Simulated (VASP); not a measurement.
# BaH4 (R-3m) in VASP: a series of runs, part 2 of 2

VASP 6.6.1. The steps go on from the part before.

## 4. Single point, PBE (12.47 Å³/atom)

This run uses another cell than the first one, of 12.47 Å³/atom.

File INCAR:

```
SYSTEM = BaH4
ALGO = Normal
EDIFF = 1E-6
ENCUT = 520
GGA = PE
ISIF = 2
ISMEAR = 0
LASPH = .TRUE.
LCHARG = .FALSE.
LREAL = .FALSE.
LWAVE = .FALSE.
NBANDS = 15
NELM = 60
PREC = Accurate
SIGMA = 0.02
```

File KPOINTS:

```
k-points
0
G
  6 6 6
  0 0 0
```

File POSCAR:

```
BaH4
1.0
    2.2688144775      1.3099006493      3.4970227013
   -2.2688144775      1.3099006493      3.4970227013
    0.0000000000     -2.6198012987      3.4970227013
Ba H
1 4
Direct
    0.0000000000      0.0000000000      0.0000000000
    0.7404725933      0.7404725933      0.7404725933
    0.2595274067      0.2595274067      0.2595274067
    0.4632299450      0.4632299450      0.4632299450
    0.5367700550      0.5367700550      0.5367700550
```

Potentials or basis: VASP PAW PBE potentials, release 64 (Ba_sv, H).

Started as:

```console
$ cat potpaw_PBE.64/Ba_sv/POTCAR potpaw_PBE.64/H/POTCAR > POTCAR
$ mpirun -np 1 vasp_std > vasp.out
```

OUTCAR:

```text
SYSTEM = BaH4
   EDIFF = 1E-6
   ENCUT = 520
   GGA = PE
   ISIF = 2
   ISMEAR = 0
   LASPH = .TRUE.
   LREAL = .FALSE.
   NELM = 60
   PREC = Accurate

 ion  position               nearest neighbor table
   1  0.000  0.000  0.000-   2 2.72   3 2.72   2 2.73   2 2.73   3 2.73   3 2.73   2 2.73   3 2.73

   2  0.740  0.740  0.740-   1 2.72   1 2.73   1 2.73   1 2.73
   3  0.260  0.260  0.260-   1 2.72   1 2.73   1 2.73   1 2.73
   4  0.463  0.463  0.463-   5 0.77
   5  0.537  0.537  0.537-   4 0.77

  LATTYP: Found a trigonal (rhomboedric) cell.
 ALAT       =     4.3694995844
 COS(alpha) =     0.4607817775

  Lattice vectors:

 A1 = (   2.2688144775,   1.3099006493,   3.4970227013)
 A2 = (  -2.2688144775,   1.3099006493,   3.4970227013)
 A3 = (   0.0000000000,  -2.6198012987,   3.4970227013)

Analysis of symmetry for initial positions (statically):
=====================================================================
 Subroutine PRICEL returns:
 Original cell was already a primitive cell.
[... 193 lines left out ...]
      9       3.8104      0.00000
     10       4.2685      0.00000
     11       5.8557      0.00000
     12       5.8557      0.00000
     13       6.3115      0.00000
     14       8.8353      0.00000
[... 401 lines left out ...]
      2     -11.5779      2.00000
      3     -11.3651      2.00000
      4     -11.2914      2.00000
      5      -6.4947      2.00000
      6      -1.1809      2.00000
      7      -0.6057      2.00000
      8       3.9380      0.00000
      9       5.7790      0.00000
     10       6.5155      0.00000
     11       7.3654      0.00000
     12       7.5567      0.00000
     13       8.1908      0.00000
     14       9.3244      0.00000
     15       9.6123      0.00000

 [... further k-points ...]

------------------------ aborting loop because EDIFF is reached ----------------------------------------

  FORCE on cell =-STRESS in cart. coord.  units (eV):
  Direction    XX          YY          ZZ          XY          YZ          ZX
  --------------------------------------------------------------------------------------
  -------------------------------------------------------------------------------------
  Total        0.5349344      0.5349344      0.4904395     -0.0000000     -0.0000000      0.0000000
  in kB       13.7443457     13.7443457     12.6011163     -0.0000000     -0.0000000      0.0000000
  external PRESSURE =      13.3632692 kB  Pullay stress =       0.0000000 kB

 VOLUME and BASIS-vectors are now :
 -----------------------------------------------------------------------------
  energy-cutoff  :      520.00
  volume of cell :       62.36
      direct lattice vectors                 reciprocal lattice vectors
     2.268814477  1.309900649  3.497022701     0.220379412  0.127236113  0.095319179
    -2.268814477  1.309900649  3.497022701    -0.220379412  0.127236113  0.095319179
     0.000000000 -2.619801299  3.497022701     0.000000000 -0.254472225  0.095319179

 POSITION                                       TOTAL-FORCE (eV/Angst)
 -----------------------------------------------------------------------------------
      0.00000      0.00000      0.00000        -0.000000      0.000000      0.000000
      0.00000     -0.00000      7.76835         0.000000      0.000000     -0.004687
      0.00000     -0.00000      2.72272         0.000000     -0.000000      0.004687
      0.00000     -0.00000      4.85978         0.000000     -0.000000      0.019387
      0.00000     -0.00000      5.63129         0.000000      0.000000     -0.019387
 -----------------------------------------------------------------------------------
    total drift:                                0.000000     -0.000000      0.000000

  FREE ENERGIE OF THE ION-ELECTRON SYSTEM (eV)
  ---------------------------------------------------
  free  energy   TOTEN  =       -16.7746621070 eV

  energy  without entropy=      -16.7746621070  energy(sigma->0) =      -16.77466211
```

stdout:

```text
POSCAR found type information on POSCAR BaH
 POSCAR found :  2 types and       5 ions
 scaLAPACK will be used
 LDA part: xc-table for (Slater+PW92), standard interpolation
 POSCAR, INCAR and KPOINTS ok, starting setup
 FFT: planning ... GRIDC
 FFT: planning ... GRID_SOFT
 FFT: planning ... GRID
 WAVECAR not read
 entering main loop
```

Wall time 13 s (1 thread of AMD EPYC 9R45 (Zen 5), shared host); peak memory 0.16 GiB.

Results:

```
Free energy            : -16.7747 eV
Pressure               : 1.3 GPa
Largest force          : 0.019 eV/Å
Band gap on the k mesh : 2.48 eV (least direct gap 2.84 eV)
```

Forces on the atoms (eV/Å):
```
Ba   0.000  0.000  0.000
H    0.000  0.000 -0.005
H    0.000  0.000  0.005
H    0.000  0.000  0.019
H    0.000  0.000 -0.019
```

Stress tensor (GPa, compression positive):
```
1.37 0.00 0.00
0.00 1.37 0.00
0.00 0.00 1.26
```

Caveat: spin-orbit coupling is left out, which moves the levels of the heavy elements. A k mesh can miss the band edges.

## 5. Single point, PBE (13.24 Å³/atom)

This run uses another cell than the first one, of 13.24 Å³/atom.

File INCAR:

```
PREC     = Accurate       # precision mode
ENCUT    = 520            # plane-wave cutoff, eV
EDIFF    = 1E-6           # SCF threshold, eV
ISMEAR   = 0              # smearing method
SIGMA    = 0.02           # smearing width, eV
LREAL    = F              # projectors in reciprocal space
LASPH    = T              # aspherical terms in the spheres
NELM     = 80             # most SCF steps
ALGO     = Normal         # electronic algorithm
ISIF     = 2              # what is computed and relaxed
LWAVE    = F              # write WAVECAR
LCHARG   = F              # write CHGCAR
GGA      = PE             # functional
NBANDS   = 15             # bands
```

File KPOINTS:

```
Automatic mesh
0
Gamma
  6 6 6
```

File POSCAR:

```
BaH4
1.0
    2.3133623898      1.3356203985      3.5716966821
   -2.3133623898      1.3356203985      3.5716966821
    0.0000000000     -2.6712407970      3.5716966821
Ba H
1 4
Direct
    0.0000000000      0.0000000000      0.0000000000
    0.7411658501      0.7411658501      0.7411658501
    0.2588341499      0.2588341499      0.2588341499
    0.4640905919      0.4640905919      0.4640905919
    0.5359094081      0.5359094081      0.5359094081
```

Started as:

```console
$ cat potpaw_PBE.64/Ba_sv/POTCAR potpaw_PBE.64/H/POTCAR > POTCAR
$ mpirun -np 1 vasp_std > vasp.out
```

Run time: 19 s. Hardware: 1 thread of AMD EPYC 9R45 (Zen 5), shared host; peak memory 0.18 GiB.

Results (log left out):

```
Free energy            : -16.7875 eV
Pressure               : -0.5 GPa
Largest force          : 0.019 eV/Å
Band gap on the k mesh : 2.51 eV (least direct gap 2.95 eV)
```

Forces on the atoms (eV/Å):
```
Ba   0.000  0.000  0.000
H    0.000  0.000  0.002
H    0.000  0.000 -0.002
H    0.000  0.000  0.019
H    0.000  0.000 -0.019
```

Levels at points of the mesh, in eV from the valence-band top:
```tsv
k point	band 5	band 6	band 7	band 8	band 9	band 10
(0.00, 0.00, 0.00)	-7.59	-1.67	0.00	3.14	3.14	3.55
(0.50, 0.00, 0.00)	-6.78	-2.49	-0.45	2.51	2.89	5.86
(0.50, 0.50, 0.00)	-7.18	-1.92	-1.12	4.20	5.04	5.85
(0.50, 0.50, 0.50)	-6.77	-2.88	-0.46	2.76	2.76	5.90
```

Caveat: spin-orbit coupling is left out, which moves the levels of the heavy elements. A k mesh can miss the band edges.

## 6. The runs side by side

```csv
cell,gap on the mesh (eV),pressure (GPa),largest force (eV/Å)
"a = 4.219 Å, angles 62.9°, 5 atoms, atomic positions A",2.47,5.2,0.02
"a = 4.320 Å, angles 62.7°, 5 atoms, atomic positions B",2.48,2.4,0.03
"a = 4.369 Å, angles 62.6°, 5 atoms, atomic positions C",2.48,1.3,0.02
"a = 4.460 Å, angles 62.5°, 5 atoms, atomic positions D",2.51,-0.5,0.02
```

Alike in all rows: task single point; level PBE; potentials or basis VASP PAW PBE potentials, release 64 (Ba_sv, H); no spin polarisation; k mesh 6 × 6 × 6; cutoff (eV) 520; smearing gaussian 0.02 eV.

Caveats: spin-orbit coupling is left out, which moves the levels of the heavy elements; the cell stands under pressure (at least some runs).

Total energies depend on the potentials used, so only differences within one code and one set of settings carry meaning.
